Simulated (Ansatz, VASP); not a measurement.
# PtAu2Se4: VASP beside Ansatz

INCAR

```
PREC = Accurate
ENCUT = 500
EDIFF = 1E-7
ISMEAR = 0
SIGMA = 0.1
LREAL = False
LASPH = True
NELM = 120
ALGO = Normal
ISIF = 3
LWAVE = False
LCHARG = False
GGA = PE
IBRION = 2
NSW = 100
EDIFFG = -0.01
GGA_COMPAT = False
NELMIN = 4
```

KPOINTS

```
regular mesh
0
Gamma
  6 6 8
```

Contents of POSCAR:

```
PtAu2Se4
1.0
    3.8657730411     -5.5906635920      0.0000000000
    3.8657730411      5.5906635920      0.0000000000
    0.0000000000      0.0000000000      3.8282784843
Pt Se Au
1 4 2
Direct
    0.0000000000      0.0000000000      0.0000000000
    0.7740950624      0.2259049376      0.0000000000
    0.2126218827      0.2126218827      0.5000000000
    0.7873781173      0.7873781173      0.5000000000
    0.2259049376      0.7740950624      0.0000000000
    0.5000000000      0.0000000000      0.5000000000
    0.0000000000      0.5000000000      0.5000000000
```

Input for Ansatz:

```yaml
crystal:
  lattice:
    - [3.8657730411, -5.590663592, 0.0]
    - [3.8657730411, 5.590663592, 0.0]
    - [0.0, 0.0, 3.8282784843]
  atoms:
    - { symbol: Pt, position: [0.0, 0.0, 0.0] }
    - { symbol: Se, position: [0.7740950624, 0.2259049376, 0.0] }
    - { symbol: Se, position: [0.2126218827, 0.2126218827, 0.5] }
    - { symbol: Se, position: [0.7873781173, 0.7873781173, 0.5] }
    - { symbol: Se, position: [0.2259049376, 0.7740950624, 0.0] }
    - { symbol: Au, position: [0.5, 0.0, 0.5] }
    - { symbol: Au, position: [0.0, 0.5, 0.5] }
basis:
  ecutwfc: 420
kpoints:
  mp_grid: { grid: [6, 6, 8] }
hamiltonian:
  xc: pbe
scf:
  occupations: { method: gaussian, width: 0.1 }
output:
  forces: true
  stress: true
  eigenvalues: true
relax:
  adjacent_minimum: "off"
  f_tol: 0.01
  max_steps: 80
  cell: { stress_tol: 0.05 }
```

Change from the starting cell: species swapped into the MnCu2Cl4 type (Amm2, No. 38).

Alike in both runs: task relaxation of cell and atoms; functional PBE; k mesh 6 × 6 × 8; occupations gaussian, width 0.1 eV; no spin polarisation.

|  | VASP | Ansatz |
| --- | --- | --- |
| version | VASP 6.6.1 | Ansatz 0.2.0 |
| potentials or method | VASP PAW PBE potentials, release 64 (Pt, Se, Au), cutoff 500 eV | scalar-relativistic, plane waves, PAW |
| valence electrons in the cell | 56 | 120 |

```tsv
	VASP	Ansatz	Ansatz less VASP
gap on the k mesh at the Fermi level, each at its own relaxed structure (eV)	none	none	-
relaxed volume (Å³/atom)	23.51	23.51	+0.002
relaxed length of the cell vector where the two differ most in proportion (Å)	3.784	3.784	+0.0007
```

A gap of «none» marks a metal or a gap that the smearing closes. VASP's potentials hold 56 valence electrons a cell and Ansatz's 120, so a difference there can come from the potentials and not from the codes.

Spin-orbit coupling is off throughout.
